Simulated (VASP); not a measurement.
A run of VASP 6.6.1 is set up as follows.

The input INCAR:

```
SYSTEM = FeO
PREC     = Accurate       ! precision mode
ENCUT    = 600            ! plane-wave cutoff, eV
EDIFF    = 1E-7           ! SCF threshold, eV
ISMEAR   = -1             ! smearing method
SIGMA    = 0.05           ! smearing width, eV
LREAL    = .False.        ! projectors in reciprocal space
LASPH    = .True.         ! aspherical terms in the spheres
NELM     = 150            ! most SCF steps
ALGO     = Normal         ! electronic algorithm
ISIF     = 3              ! what is computed and relaxed
LWAVE    = .False.        ! write WAVECAR
LCHARG   = .False.        ! write CHGCAR
ISPIN    = 2              ! spin polarisation
MAGMOM   = 3 0            ! initial moments
LORBIT   = 11             ! projections on sites
LMAXMIX  = 4              ! l up to which the mixer works
GGA      = PS             ! functional
IBRION   = 2              ! ionic algorithm
NSW      = 80             ! ionic steps
EDIFFG   = -0.005         ! ionic threshold
PSTRESS  = 100.0
```

KPOINTS

```
regular mesh
0
Gamma
  11 11 11
  0 0 0
```

File POSCAR:

```
FeO
1.0
    1.5188209023      0.8768916568      2.5195772846
   -1.5188209023      0.8768916568      2.5195772846
    0.0000000000     -1.7537833136      2.5195772846
Fe O
1 1
Direct
    0.0000000000      0.0000000000      0.0000000000
    0.5000000000      0.5000000000      0.5000000000
```

Potentials or basis: VASP PAW PBE potentials, release 64 (Fe, O).

The run is started by

```bash
$ cat potpaw_PBE.64/Fe/POTCAR potpaw_PBE.64/O/POTCAR > POTCAR
$ mpirun -np 1 vasp_std > vasp.out
```

Q: Estimate the site moments.

A: Fe +3.58; O +0.32 μB.

Q: Predict the band gap on the k mesh.

A: Zero (filled and empty bands overlap).

Q: Predict the net moment.

A: 3.97 μB per cell.

Q: What does it give for the space group after relaxing (to 0.1 Å)?

A: Fm-3m (No. 225).

The path:
| step | energy change (eV) | largest force (eV/Å) | pressure (GPa) | volume (Å³) |
| --- | --- | --- | --- | --- |
| 1 | 0.0000 | 0.0000 | -9.34 | 20.13 |
| 2 | 0.1860 | 0.0000 | 30.61 | 16.80 |
| 3 | -0.0048 | 0.0000 | 9.97 | 18.33 |
| 4 | -0.0026 | 0.0000 | 10.40 | 18.29 |
| 5 | -0.0061 | 0.0000 | 9.73 | 18.35 |
| 6 | -0.0056 | 0.0000 | 9.83 | 18.34 |
| 7 | -0.0056 | 0.0000 | 9.85 | 18.34 |
| 8 | -0.0054 | 0.0000 | 9.93 | 18.33 |
| 9 | -0.0047 | 0.0000 | 10.07 | 18.32 |
| 10 | -0.0052 | 0.0000 | 9.99 | 18.33 |

Caveat: the cell is relaxed towards a set pressure, so the run minimises the enthalpy, not the energy; the PAW data sets were made with another functional, which shifts forces and pressure a little; a cell with one magnetic atom can't hold antiferromagnetic order, which such compounds often take; semilocal functionals often make such compounds metallic where correlation or magnetic order opens a gap, which also shifts bond lengths. With open d or f shells a metallic result of PBEsol can be an artefact of self-interaction; +U or a hybrid may open a gap.
